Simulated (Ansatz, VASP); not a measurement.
# ZrO2 in VASP and in Ansatz

```xyz
6
Lattice="3.5475 0.0000 0.0000 0.0000 3.5475 0.0000 0.0000 0.0000 5.1070" Properties=species:S:1:pos:R:3 pbc="T T T"
Zr    0.0000    0.0000    0.0000
Zr    1.7737    1.7737    2.5535
O     0.0000    1.7737    1.0275
O     0.0000    1.7737    3.5810
O     1.7737    0.0000    1.5260
O     1.7737    0.0000    4.0795
```

Change from the starting cell: volume scaled by 0.96, ions relaxed.

Alike in both runs: task relaxation of the atoms; functional PBE; k mesh 8 × 8 × 6; occupations fermi-dirac, width 0.02 eV; no spin polarisation.

|  | VASP | Ansatz |
| --- | --- | --- |
| version | VASP 6.6.1 | Ansatz 0.2.0 |
| potentials or method | VASP PAW PBE potentials, release 64 (Zr_sv, O) | plane-wave PAW, scalar-relativistic |
| plane-wave cutoff (eV) | 520 | 420 |
| valence electrons in the cell | 48 | 48 |

VASP gave:

- gap on the k mesh at the Fermi level, each at its own relaxed structure (eV): 4.05

Which values does Ansatz return?

gap on the k mesh at the Fermi level, each at its own relaxed structure (eV): 4.07.

Ansatz's warnings: stress scf threshold loose.
